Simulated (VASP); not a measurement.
Wanted: the native input for a VASP 6.6.1 run.

| Quantity | Value |
| --- | --- |
| Task | single point |
| Functional | PBE |
| Potentials or basis | VASP PAW PBE potentials, release 64 (Ti_sv) |
| Cutoff | 500 eV |
| k mesh | 12 × 12 × 14 |
| Occupations | gaussian, width 0.15 eV |
| Spin | no spin polarisation |
| Dipole correction | no |
| Further INCAR settings | ALGO = Normal; EDIFF = 1e-06; NBANDS = 25 |

The structure of Ti lies in POSCAR:

```
Ti
1.0
    4.5790987804      0.0000000000      0.0000000000
   -2.2895493902      3.9656158702      0.0000000000
    0.0000000000      0.0000000000      2.8317615649
Ti
3
Direct
   -0.0094941117     -0.0189882234      0.0000000000
    0.3380803892      0.6761607784      0.5000000000
    0.6714137225      0.3428274450      0.5000000000
```

This cell differs from its parent crystal: atoms displaced along a vibrational mode.

One way to write it, as run:

INCAR

```
ALGO = Normal
EDIFF = 1E-6
ENCUT = 500
GGA = PE
GGA_COMPAT = F
ISIF = 2
ISMEAR = 0
LASPH = T
LCHARG = T
LELF = T
LREAL = F
LVHAR = T
LWAVE = F
NBANDS = 25
NELM = 120
PREC = Accurate
SIGMA = 0.15
```

KPOINTS

```
k-points
0
Gamma
  12 12 14
```

Potentials or basis: VASP PAW PBE potentials, release 64 (Ti_sv).

The run is started by

```bash
$ cat potpaw_PBE.64/Ti_sv/POTCAR > POTCAR
$ mpirun -np 1 vasp_std > vasp.out
```

It gave:

```
Pressure               : 0.1 GPa
Largest force          : 0.340 eV/Å
Band gap on the k mesh : zero (bands 18 and 19 overlap by 0.27 eV)
```

Caveat: the cell differs from its parent crystal (atoms displaced along a vibrational mode).

It took 17 min on 1 thread of Oxide Virtual Turin-like Processor, on a shared host, peak memory 0.38 GiB.
